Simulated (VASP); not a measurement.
Input of a VASP 6.6.1 run:

The input INCAR:

```
SYSTEM = BaS
  ALGO = Normal
  EDIFF = 1E-6
  EDIFFG = -0.002
  ENCUT = 600
  GGA = PS
  IBRION = 2
  ISIF = 3
  ISMEAR = 0
  LASPH = .TRUE.
  LCHARG = .FALSE.
  LREAL = .FALSE.
  LWAVE = .FALSE.
  NELM = 60
  NSW = 100
  PREC = Accurate
  PSTRESS = 20.0
  SIGMA = 0.01
```

The input KPOINTS:

```
k-points
0
G
  8 8 8
  0 0 0
```

POSCAR

```
BaS
1.0
    0.0000000000      3.1662959514      3.1662959514
    3.1662959514      0.0000000000      3.1662959514
    3.1662959514      3.1662959514      0.0000000000
Ba S
1 1
Direct
    0.0000000000      0.0000000000      0.0000000000
    0.5000000000      0.5000000000      0.5000000000
```

Potentials or basis: VASP PAW PBE potentials, release 64 (Ba_sv, S).

Launch:

```bash
$ cat potpaw_PBE.64/Ba_sv/POTCAR potpaw_PBE.64/S/POTCAR > POTCAR
$ mpirun -np 1 vasp_std > vasp.out
```

(1) What does it give for the space group after relaxing (to 0.05 Å)?

(2) Predict the band gap on the k mesh.

(3) Predict the relaxed volume.

Results:

(1) Fm-3m (No. 225).

(2) 1.88 eV, indirect (least direct gap 1.99 eV).

(3) 30.94 Å³/atom.

Caveat: the cell is relaxed towards a set pressure, so the enthalpy falls and the energy may rise; the PAW data sets were made with another functional, which shifts forces and pressure a little; spin-orbit coupling is left out, which moves the levels of the heavy elements.
